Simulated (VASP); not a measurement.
Write the native input for VASP 6.6.1 that does the following.

```
Task                   : single point
Functional             : r2SCAN
Potentials or basis    : VASP PAW PBE potentials, release 64 (Ir, Sn_d, P)
Cutoff                 : 520 eV
k mesh                 : 5 × 5 × 3
Occupations            : fermi-dirac, width 0.1 eV
Spin                   : no spin polarisation
Dipole correction      : no
Further INCAR settings : ALGO = Normal; EDIFF = 1e-07; NBANDS = 37
```

The system is SnPIr.

```xyz
6
Lattice="3.6986 0.0000 0.0000 0.0000 3.6986 0.0000 0.0000 0.0000 7.5866" Properties=species:S:1:pos:R:3 pbc="T T T"
Ir    0.9247    0.9247    5.1105
Ir    2.7740    2.7740    2.4761
Sn    0.9247    0.9247    0.3915
Sn    2.7740    2.7740    7.1952
P     0.9247    0.9247    2.5757
P     2.7740    2.7740    5.0110
```

One way to write it, as run:

POSCAR

```
SnPIr
1.0
    3.6986030000      0.0000000000      0.0000000000
    0.0000000000      3.6986030000      0.0000000000
    0.0000000000      0.0000000000      7.5866250000
Ir Sn P
2 2 2
Direct
    0.2500000000      0.2500000000      0.6736200000
    0.7500000000      0.7500000000      0.3263800000
    0.2500000000      0.2500000000      0.0516000000
    0.7500000000      0.7500000000      0.9484000000
    0.2500000000      0.2500000000      0.3395000000
    0.7500000000      0.7500000000      0.6605000000
```

INCAR.step1

```
  PREC = Accurate
  ENCUT = 520
  ISMEAR = -1
  SIGMA = 0.1
  LREAL = False
  LASPH = True
  NELM = 100
  NBANDS = 37
  GGA = PE
  ALGO = Normal
  EDIFF = 1E-4
  LWAVE = True
  LCHARG = False
```

INCAR.step2

```
  PREC = Accurate
  ENCUT = 520
  EDIFF = 1E-7
  ISMEAR = -1
  SIGMA = 0.1
  LREAL = False
  LASPH = True
  NELM = 100
  ALGO = Normal
  ISIF = 2
  LWAVE = False
  LCHARG = False
  METAGGA = R2SCAN
  LMIXTAU = True
  NBANDS = 37
  ISTART = 1
```

KPOINTS

```
regular mesh
0
Gamma
  5 5 3
```

Potentials or basis: VASP PAW PBE potentials, release 64 (Ir, Sn_d, P).

Command:

```bash
$ cat potpaw_PBE.64/Ir/POTCAR potpaw_PBE.64/Sn_d/POTCAR potpaw_PBE.64/P/POTCAR > POTCAR
$ cp INCAR.step1 INCAR
$ mpirun -np 1 vasp_std > vasp.out
$ cp INCAR.step2 INCAR
$ mpirun -np 1 vasp_std > vasp.out
```

It gave:

* Pressure: 13.4 GPa
* Largest force: 6.405 eV/Å
* Band gap on the k mesh: zero (bands 28 and 29 overlap by 1.73 eV)

Caveat: the cell stands under pressure; the PAW data sets were made with another functional, which shifts forces and pressure a little; spin-orbit coupling is left out, which moves the levels of the heavy elements.

It took 2.1 min on 1 thread of Intel(R) Xeon(R) Platinum 8375C CPU @ 2.90GHz (Ice Lake), on a shared host, peak memory 0.23 GiB.
